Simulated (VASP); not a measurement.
# Ta (Pm-3m) in VASP: notebook

Ta is run at these levels: PBE; tasks: single point.

All numbers are computed with VASP 6.6.1; they aren't measurements. Logs are shortened: lines on timing, memory, paths and dates and some standing lists are left out, and cuts for length are marked.

**1. The cell of the first run**

It takes space group Pm-3m (No. 221, cubic). The conventional cell has a = 2.742 Å, b = 2.742 Å, c = 2.742 Å, α = 90.00°, β = 90.00°, γ = 90.00°. Ta (site symmetry m-3m) has 6 Ta at 2.74 Å within 3.6 Å.

**2. Single point, PBE**

INCAR

```
SYSTEM = Ta
ALGO = Normal ; EDIFF = 1E-7
ENCUT = 520 ; GGA = PE
ISIF = 2 ; ISMEAR = -1
LASPH = .TRUE. ; LCHARG = .TRUE.
LELF = .TRUE. ; LREAL = .FALSE.
LVHAR = .TRUE. ; LWAVE = .FALSE.
NBANDS = 12 ; NELM = 80
PREC = Accurate ; SIGMA = 0.1
```

KPOINTS

```
k-points
0
G
  13 13 13
  0 0 0
```

POSCAR

```
Ta
1.0
    2.7422183679      0.0000000000      0.0000000000
    0.0000000000      2.7422183679      0.0000000000
    0.0000000000      0.0000000000      2.7422183679
Ta
1
Direct
    0.0000000000      0.0000000000      0.0000000000
```

Potentials or basis: VASP PAW PBE potentials, release 64 (Ta_pv).

Command:

```bash
$ cat potpaw_PBE.64/Ta_pv/POTCAR > POTCAR
$ mpirun -np 1 vasp_std > vasp.out
```

OUTCAR:

```text
SYSTEM = Ta
   EDIFF = 1E-7
   ENCUT = 520
   GGA = PE
   ISIF = 2
   ISMEAR = -1
   LASPH = .TRUE.
   LREAL = .FALSE.
   NELM = 80
   PREC = Accurate

 ion  position               nearest neighbor table
   1  0.000  0.000  0.000-

  LATTYP: Found a simple cubic cell.
 ALAT       =     2.7422183679

  Lattice vectors:

 A1 = (   2.7422183679,   0.0000000000,   0.0000000000)
 A2 = (   0.0000000000,   2.7422183679,   0.0000000000)
 A3 = (   0.0000000000,   0.0000000000,   2.7422183679)

Analysis of symmetry for initial positions (statically):
=====================================================================
 Subroutine PRICEL returns:
 Original cell was already a primitive cell.

 Routine SETGRP: Setting up the symmetry group for a
 simple cubic supercell.

 Subroutine GETGRP returns: Found 48 space group operations
 (whereof 48 operations were pure point group operations)
 out of a pool of 48 trial point group operations.

The static configuration has the point symmetry O_h .

Analysis of symmetry for dynamics (positions and initial velocities):
=====================================================================
 Subroutine PRICEL returns:
 Original cell was already a primitive cell.

 Routine SETGRP: Setting up the symmetry group for a
 simple cubic supercell.

 Subroutine GETGRP returns: Found 48 space group operations
 (whereof 48 operations were pure point group operations)
 out of a pool of 48 trial point group operations.

The dynamic configuration has the point symmetry O_h .

 Subroutine INISYM returns: Found 48 space group operations
 (whereof 48 operations are pure point group operations),
 and found     1 'primitive' translations

----------------------------------------------------------------------------------------

                                     Primitive cell

  volume of cell :      20.6208

  direct lattice vectors                    reciprocal lattice vectors
     2.742218368  0.000000000  0.000000000     0.364668260  0.000000000  0.000000000
     0.000000000  2.742218368  0.000000000     0.000000000  0.364668260  0.000000000
     0.000000000  0.000000000  2.742218368     0.000000000  0.000000000  0.364668260

  length of vectors
     2.742218368  2.742218368  2.742218368     0.364668260  0.364668260  0.364668260

  position of ions in fractional coordinates (direct lattice)
     0.000000000  0.000000000  0.000000000

  ion indices of the primitive-cell ions
   primitive index   ion index
                 1           1

----------------------------------------------------------------------------------------

 KPOINTS: k-points

Automatic generation of k-mesh.
 Grid dimensions read from file:
 generate k-points for:   13   13   13

 Generating k-lattice:

  Cartesian coordinates                     Fractional coordinates (reciprocal lattice)
     0.028051405  0.000000000  0.000000000     0.076923077  0.000000000  0.000000000
     0.000000000  0.028051405  0.000000000     0.000000000  0.076923077  0.000000000
     0.000000000  0.000000000  0.028051405     0.000000000  0.000000000  0.076923077

  Length of vectors
     0.028051405  0.028051405  0.028051405

  Shift w.r.t. Gamma in fractional coordinates (k-lattice)
     0.000000000  0.000000000  0.000000000

 Subroutine IBZKPT returns following result:
 ===========================================

 Found     84 irreducible k-points:

 Following reciprocal coordinates:
            Coordinates               Weight
  0.000000  0.000000  0.000000      1.000000
  0.076923  0.000000  0.000000      6.000000
  0.153846  0.000000  0.000000      6.000000
  0.230769  0.000000  0.000000      6.000000
  0.307692  0.000000  0.000000      6.000000
  0.384615  0.000000  0.000000      6.000000
[... 16 lines left out ...]
  0.307692  0.307692  0.000000     12.000000
  0.384615  0.307692  0.000000     24.000000
 [... further k-points ...]
   k-points           NKPTS =     84   k-points in BZ     NKDIM =     84   number of bands    NBANDS=     12
   number of dos      NEDOS =    301   number of ions     NIONS =      1
   total plane-waves  NPLWV =   8000
   dimension x,y,z NGX =    20 NGY =   20 NGZ =   20
   dimension x,y,z NGXF=    40 NGYF=   40 NGZF=   40
   ions per type =               1
   NGX,Y,Z   is equivalent  to a cutoff of  12.12, 12.12, 12.12 a.u.
   NGXF,Y,Z  is equivalent  to a cutoff of  24.25, 24.25, 24.25 a.u.
 SYSTEM =  Ta
   PREC   = accura    normal or accurate (medium, high low for compatibility)
   ISTART =      0    job   : 0-new  1-cont  2-samecut
   ICHARG =      2    charge: 1-file 2-atom 10-const
   ISPIN  =      1    spin polarized calculation?
   LNONCOLLINEAR =      F non collinear calculations
   LSORBIT =      F    spin-orbit coupling
   LASPH  =      T    aspherical Exc in radial PAW
   ENCUT  =  520.0 eV  38.22 Ry    6.18 a.u.   5.10  5.10  5.10*2*pi/ulx,y,z
   NELM   =     80;   NELMIN=  2; NELMDL= -5     # of ELM steps
   EDIFF  = 0.1E-06   stopping-criterion for ELM
   LREAL  =      F    real-space projection
   EDIFFG = 0.1E-05   stopping-criterion for IOM
   NSW    =      0    number of steps for IOM
   IBRION =     -1    ionic relax: 0-MD 1-quasi-New 2-CG
   NFREE  =      0    steps in history (QN), initial steepest desc. (CG)
   ISIF   =      2    stress and relaxation
   ISYM   =      2    0-nonsym 1-usesym 2-fastsym
   POTIM  = 0.5000    time-step for ionic-motion
   TEBEG  =    0.0;   TEEND  =   0.0 temperature during run
   PSTRESS=    0.0 pullay stress
   NELECT =      11.0000    total number of electrons
   NUPDOWN=      -1.0000    fix difference up-down
   EMIN   =  10.00;   EMAX   =-10.00  energy-range for DOS
   EFERMI =   0.00;   METHOD = LEGACY
   ISMEAR =    -1;   SIGMA  =   0.10  broadening in eV -4-tet -1-fermi 0-gaus
   EFERMI_NEDOS =   21; number of points for ismear=-14 and -15
   IALGO  =     38    algorithm
   IMIX   =      4    mixing-type and parameters
     AMIX     =   0.40;   BMIX     =  1.00
     AMIX_MAG =   1.60;   BMIX_MAG =  1.00
  volume/ion in A,a.u.               =      20.62       139.16
  Fermi-wavevector in a.u.,A,eV,Ry     =   1.327711  2.509011 23.984590  1.762818
  Thomas-Fermi vector in A             =   2.457003
   LORBIT       =      0    0 simple, 1 ext, 2 COOP (PROOUT), +10 PAW based schemes
   GGA     = PE    functional components
   LHFCALC =     F    Hartree Fock is set to
   AEXX    =    0.0000 exact exchange contribution
   IVDW    =     0    specifies the selected vdW correction
   LEPSILON=     F    determine dielectric tensor
   LRPA    =     F    only Hartree local field effects (RPA)
 non-spin polarized calculation
  energy-cutoff  :      520.00
  volume of cell :       20.62
 maximum number of plane-waves:       568
   NGX = 11   NGY = 11   NGZ = 11

 number of electron      11.0000007 magnetization

 Free energy of the ion-electron system (eV)
  ---------------------------------------------------
  ext. energy  EPLUGINS =         0.00000000
  ---------------------------------------------------
  free energy    TOTEN  =       -10.71625447 eV

  energy without entropy =      -10.68484914  energy(sigma->0) =      -10.70055180

 E-fermi :   4.4737     XC(G=0): -11.8226

 val. band max:        4.4583917562   @ k =   0.4615   0.0000   0.0000
 cond. band min:       4.5075465238   @ k =   0.3846   0.3846   0.2308
 fundamental gap:      0.0491547676
 Fermi energy:         4.4737010845

 k-point     1 :       0.0000    0.0000    0.0000
  band No.  band energies     occupation
      1     -28.9661      2.00000
      2     -28.9661      2.00000
      3     -28.9661      2.00000
      4      -2.7913      2.00000
      5       1.8689      2.00000
      6       1.8689      2.00000
      7      10.5800      0.00000
      8      10.5800      0.00000
      9      10.5800      0.00000
     10      18.8196      0.00000
     11      18.9502      0.00000
     12      18.9502      0.00000

 k-point     2 :       0.0769    0.0000    0.0000
  band No.  band energies     occupation
      1     -29.0389      2.00000
      2     -28.9601      2.00000
      3     -28.9601      2.00000
      4      -2.6129      2.00000
      5       1.9174      2.00000
      6       2.0501      2.00000
      7      10.2551      0.00000
      8      10.2551      0.00000
      9      10.6019      0.00000
     10      17.9962      0.00000
     11      18.8256      0.00000
     12      19.3644      0.00000

 k-point     3 :       0.1538    0.0000    0.0000
  band No.  band energies     occupation
      1     -29.2366      2.00000
      2     -28.9433      2.00000
      3     -28.9433      2.00000
      4      -2.1199      2.00000
      5       2.0554      2.00000
      6       2.5714      2.00000
      7       9.4800      0.00000
      8       9.4800      0.00000
      9      10.6632      0.00000
     10      16.2845      0.00000
     11      18.8251      0.00000
     12      20.3931      0.00000

 k-point     4 :       0.2308    0.0000    0.0000
  band No.  band energies     occupation
      1     -29.5065      2.00000
      2     -28.9195      2.00000
      3     -28.9195      2.00000
      4      -1.4165      2.00000
      5       2.2590      2.00000
      6       3.3286      1.99998
      7       8.5853      0.00000
      8       8.5853      0.00000
      9      10.7511      0.00000
     10      14.7661      0.00000
     11      18.8251      0.00000
     12      21.6652      0.00000

 k-point     5 :       0.3077    0.0000    0.0000
  band No.  band energies     occupation
      1     -29.7825      2.00000
      2     -28.8942      2.00000
      3     -28.8942      2.00000
      4      -0.6247      2.00000
      5       2.4887      2.00000
      6       4.0629      1.96766
      7       7.7903      0.00000
      8       7.7903      0.00000
      9      10.8463      0.00000
     10      13.8770      0.00000
     11      18.8251      0.00000
     12      20.1654      0.00000
[... 228 lines left out ...]
      1     -29.9367      2.00000
      2     -29.3903      2.00000
      3     -28.8285      2.00000
      4       1.2318      2.00000
      5       2.8127      2.00000
      6       4.7824      0.08730
      7       7.5172      0.00000
      8       7.5277      0.00000
      9       9.1779      0.00000
     10      14.5914      0.00000
     11      18.7608      0.00000
     12      19.0040      0.00000

 k-point    22 :       0.4615    0.2308    0.0000
  band No.  band energies     occupation
      1     -30.0565      2.00000
      2     -29.3756      2.00000
      3     -28.8168      2.00000
      4       1.8196      2.00000
      5       2.4055      2.00000
      6       4.7128      0.16771
      7       7.2283      0.00000
      8       8.2249      0.00000
      9       9.2441      0.00000
     10      14.3486      0.00000
     11      18.8135      0.00000
     12      20.0609      0.00000

 k-point    23 :       0.3077    0.3077    0.0000
  band No.  band energies     occupation
      1     -29.6996      2.00000
      2     -29.6697      2.00000
      3     -28.8247      2.00000
      4       1.0657      2.00000
      5       2.7599      2.00000
      6       6.0463      0.00000
      7       6.5546      0.00000
      8       8.0918      0.00000
      9       8.4511      0.00000
     10      15.3478      0.00000
     11      17.3447      0.00000
     12      18.8357      0.00000

 k-point    24 :       0.3846    0.3077    0.0000
  band No.  band energies     occupation
      1     -29.9001      2.00000
      2     -29.6554      2.00000
      3     -28.8042      2.00000
      4       1.3667      2.00000
      5       2.5277      2.00000
      6       6.2794      0.00000
      7       7.6894      0.00000
      8       7.7380      0.00000
      9       8.4386      0.00000
     10      14.6197      0.00000
     11      17.9408      0.00000
     12      18.8441      0.00000

 [... further k-points ...]

------------------------ aborting loop because EDIFF is reached ----------------------------------------

  FORCE on cell =-STRESS in cart. coord.  units (eV):
  Direction    XX          YY          ZZ          XY          YZ          ZX
  --------------------------------------------------------------------------------------
  -------------------------------------------------------------------------------------
  Total        0.0111743      0.0111743      0.0111743     -0.0000000      0.0000000     -0.0000000
  in kB        0.8682115      0.8682115      0.8682115     -0.0000000      0.0000000     -0.0000000
  external PRESSURE =       0.8682115 kB  Pullay stress =       0.0000000 kB

 VOLUME and BASIS-vectors are now :
 -----------------------------------------------------------------------------
  energy-cutoff  :      520.00
  volume of cell :       20.62
      direct lattice vectors                 reciprocal lattice vectors
     2.742218368  0.000000000  0.000000000     0.364668260  0.000000000  0.000000000
     0.000000000  2.742218368  0.000000000     0.000000000  0.364668260  0.000000000
     0.000000000  0.000000000  2.742218368     0.000000000  0.000000000  0.364668260

 POSITION                                       TOTAL-FORCE (eV/Angst)
 -----------------------------------------------------------------------------------
      0.00000      0.00000      0.00000         0.000000      0.000000      0.000000
 -----------------------------------------------------------------------------------
    total drift:                               -0.000000      0.000000      0.000000

  FREE ENERGIE OF THE ION-ELECTRON SYSTEM (eV)
  ---------------------------------------------------
  free  energy   TOTEN  =       -10.7162544655 eV

  energy  without entropy=      -10.6848491384  energy(sigma->0) =      -10.70055180
```

Run time: 11 s. Hardware: 1 thread of Intel Xeon Platinum 8259CL at 2.50GHz (Skylake/Cascade Lake), shared host; peak memory 0.14 GiB.

Results:

- Free energy: -10.7163 eV
- Pressure: 0.1 GPa

Levels at points of the mesh, in eV from the Fermi level:
```tsv
k point	band 2	band 3	band 4	band 5	band 6	band 7	band 8	band 9	band 10	band 11
(0.00, 0.00, 0.00)	-33.44	-33.44	-7.27	-2.60	-2.60	6.11	6.11	6.11	14.35	14.48
```

Caveat: spin-orbit coupling is left out, which moves the levels of the heavy elements.

**3. Single point, PBE (volume scaled by 1.04)**

INCAR

```
PREC     = Accurate       # precision mode
ENCUT    = 520            # plane-wave cutoff, eV
EDIFF    = 1E-6           # SCF threshold, eV
ISMEAR   = -1             # smearing method
SIGMA    = 0.1            # smearing width, eV
LREAL    = False          # projectors in reciprocal space
LASPH    = True           # aspherical terms in the spheres
NELM     = 100            # most SCF steps
ALGO     = Normal         # electronic algorithm
ISIF     = 2              # what is computed and relaxed
LWAVE    = False          # write WAVECAR
LCHARG   = False          # write CHGCAR
GGA      = PE             # functional
NBANDS   = 12             # bands
```

KPOINTS

```
Automatic mesh
0
Gamma
  13 13 13
```

POSCAR

```
Ta
1.0
    2.7783043268      0.0000000000      0.0000000000
    0.0000000000      2.7783043268      0.0000000000
    0.0000000000      0.0000000000      2.7783043268
Ta
1
Direct
    0.0000000000      0.0000000000      0.0000000000
```

Potentials or basis: VASP PAW PBE potentials, release 64 (Ta_pv).

Command:

```bash
$ cat potpaw_PBE.64/Ta_pv/POTCAR > POTCAR
$ mpirun -np 1 vasp_std > vasp.out
```

OUTCAR:

```text
PREC = Accurate
   ENCUT = 520
   EDIFF = 1E-6
   ISMEAR = -1
   LREAL = False
   LASPH = True
   NELM = 100
   ISIF = 2
   GGA = PE

 ion  position               nearest neighbor table
   1  0.000  0.000  0.000-

  LATTYP: Found a simple cubic cell.
 ALAT       =     2.7783043268

  Lattice vectors:

 A1 = (   2.7783043268,   0.0000000000,   0.0000000000)
 A2 = (   0.0000000000,   2.7783043268,   0.0000000000)
[... 537 lines left out ...]
     10      13.9527      0.00000
     11      17.2140      0.00000
     12      18.4387      0.00000

 [... further k-points ...]

------------------------ aborting loop because EDIFF is reached ----------------------------------------

  FORCE on cell =-STRESS in cart. coord.  units (eV):
  Direction    XX          YY          ZZ          XY          YZ          ZX
  --------------------------------------------------------------------------------------
  -------------------------------------------------------------------------------------
  Total       -0.6873330     -0.6873330     -0.6873330      0.0000000      0.0000000     -0.0000000
  in kB      -51.3497476    -51.3497476    -51.3497476      0.0000000      0.0000000     -0.0000000
  external PRESSURE =     -51.3497476 kB  Pullay stress =       0.0000000 kB

 VOLUME and BASIS-vectors are now :
 -----------------------------------------------------------------------------
  energy-cutoff  :      520.00
  volume of cell :       21.45
      direct lattice vectors                 reciprocal lattice vectors
     2.778304327  0.000000000  0.000000000     0.359931772  0.000000000  0.000000000
     0.000000000  2.778304327  0.000000000     0.000000000  0.359931772  0.000000000
     0.000000000  0.000000000  2.778304327     0.000000000  0.000000000  0.359931772

 POSITION                                       TOTAL-FORCE (eV/Angst)
 -----------------------------------------------------------------------------------
      0.00000      0.00000      0.00000         0.000000      0.000000      0.000000
 -----------------------------------------------------------------------------------
    total drift:                                0.000000      0.000000      0.000000

  FREE ENERGIE OF THE ION-ELECTRON SYSTEM (eV)
  ---------------------------------------------------
  free  energy   TOTEN  =       -10.7030579692 eV

  energy  without entropy=      -10.6694881881  energy(sigma->0) =      -10.68627308
```

OSZICAR:

```text
N       E                     dE             d eps       ncg     rms          rms(c)
DAV:   1     0.628778332178E+02    0.62878E+02   -0.60103E+03  2016   0.848E+02
DAV:   2    -0.998932495539E+01   -0.72867E+02   -0.71027E+02  2292   0.239E+02
DAV:   3    -0.110757889535E+02   -0.10865E+01   -0.10675E+01  2412   0.276E+01
DAV:   4    -0.110797177627E+02   -0.39288E-02   -0.39275E-02  2288   0.184E+00
DAV:   5    -0.110797352282E+02   -0.17465E-04   -0.17465E-04  2452   0.118E-01    0.107E+01
DAV:   6    -0.107770468308E+02    0.30269E+00   -0.31085E-01  2456   0.524E+00    0.517E+00
DAV:   7    -0.107036445186E+02    0.73402E-01   -0.25097E-01  2364   0.432E+00    0.476E-01
DAV:   8    -0.107031831859E+02    0.46133E-03   -0.10347E-02  2324   0.809E-01    0.140E-01
DAV:   9    -0.107030659971E+02    0.11719E-03   -0.36528E-04  2360   0.189E-01    0.279E-02
DAV:  10    -0.107030583056E+02    0.76915E-05   -0.71194E-06  2328   0.265E-02    0.340E-03
DAV:  11    -0.107030579692E+02    0.33638E-06   -0.17166E-07  1456   0.400E-03
   1 F= -.10703058E+02 E0= -.10686273E+02  d E =-.335698E-01
```

Run time: 9.5 s. Hardware: 1 thread of Intel Xeon Platinum 8259CL at 2.50GHz (Skylake/Cascade Lake), shared host; peak memory 0.15 GiB.

What came out:

- Free energy: -10.7031 eV
- Pressure: -5.1 GPa

Levels at points of the mesh, in eV from the Fermi level:
```
           k point  band 2  band 3  band 4  band 5  band 6  band 7  band 8  band 9  band 10  band 11
(0.00, 0.00, 0.00)  -33.57  -33.57   -7.12   -2.47   -2.47    5.82    5.82    5.82    14.09    14.09
```

Caveat: spin-orbit coupling is left out, which moves the levels of the heavy elements.

(Continued in part 2 of 2.)
